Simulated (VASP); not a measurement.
Write the native input for VASP 6.6.1 that does the following.

```
Task                   : single point
Functional             : PBE
Potentials or basis    : VASP PAW PBE potentials, release 64 (Pb_d, Ba_sv)
Cutoff                 : 520 eV
k mesh                 : 4 × 4 × 4
Occupations            : fermi-dirac, width 0.1 eV
Spin                   : no spin polarisation
Dipole correction      : no
Further INCAR settings : ALGO = Normal; EDIFF = 1e-07; NBANDS = 39
```

The structure of Ba2Pb3 lies in POSCAR:

```
Ba2Pb3
1.0
   -2.3868890000      3.9573440000      4.9445750000
    4.7737780000      0.0000000000      0.0000000000
    2.3868890000      3.9573440000     -4.9445750000
Pb Ba
3 2
Direct
    0.0000000000      0.0000000000      0.0000000000
    0.7032000000      0.5000000000      0.7032000000
    0.2968000000      0.5000000000      0.2968000000
    0.7245000000      0.2245000000      0.2755000000
    0.2755000000      0.7755000000      0.7245000000
```

The input as run:

INCAR

```
PREC = Accurate
ENCUT = 520
EDIFF = 1E-7
ISMEAR = -1
SIGMA = 0.1
LREAL = False
LASPH = True
NELM = 80
ALGO = Normal
ISIF = 2
LWAVE = False
LCHARG = False
GGA = PE
NBANDS = 39
```

KPOINTS

```
Automatic mesh
0
Gamma
  4 4 4
```

Potentials or basis: VASP PAW PBE potentials, release 64 (Pb_d, Ba_sv).

The run is started by

```console
$ cat potpaw_PBE.64/Pb_d/POTCAR potpaw_PBE.64/Ba_sv/POTCAR > POTCAR
$ mpirun -np 1 vasp_std > vasp.out
```

It gave:

```yaml
Pressure: 2.4 GPa
Largest_force: 0.151 eV/Å
Band_gap_on_the_k_mesh: zero (bands 31 and 32 overlap by 1.18 eV)
```

Caveat: the k points lie up to 0.37 Å⁻¹ apart, too coarse for converged energies and pressures of a metal; spin-orbit coupling is left out, which moves the levels of the heavy elements.

It took 2.3 min on 1 thread of AMD EPYC 7R43 64-Core Processor (Zen 3), on a shared host, peak memory 0.3 GiB.
